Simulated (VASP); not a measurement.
The system is NiO.

```
Ni O
1.0
     0.00000    2.09131    2.09131
     2.09131    0.00000    2.09131
     4.18262    4.18262    0.00000
Ni O
2 2
Direct
  0.00000 0.00000 0.00000
  0.00000 0.00000 0.50000
  0.50000 0.50000 0.25000
  0.50000 0.50000 0.75000
```

Base run:

| Quantity | Value |
| --- | --- |
| Program | VASP 6.6.1 |
| Functional | PBEsol |
| Potentials or basis | VASP PAW PBE potentials, release 64 (Ni, O) |
| Cutoff | 600 eV |
| k mesh | 9 × 9 × 9 |
| Occupations | gaussian, width 0.05 eV |
| Spin | no spin polarisation |
| Hubbard terms | Ni d U = 7.5 eV |

Its results: band gap on the k mesh zero (bands 16 and 17 overlap by 0.36 eV); pressure -25.4 GPa.

Q: The run is repeated on the same cell with these changes: spin from no spin polarisation to collinear spin, antiferromagnetic start; further incar settings from ALGO = Normal; EDIFF = 1e-06; NBANDS = 24 to ALGO = Normal; EDIFF = 1e-06; NBANDS = 28. What comes out?

A: Band gap on the k mesh 3.44 eV; pressure -11.7 GPa; net moment 0.00 μB per cell; site moments Ni +1.79, -1.79; O +0.00 μB.

Caveats: the cell stands under tension; the PAW data sets were made with another functional, which shifts forces and pressure a little; U without spin polarisation on a metal has little footing (at least some runs); an odd mesh through Γ misses points on the zone boundary, where band edges can lie (at least some runs).
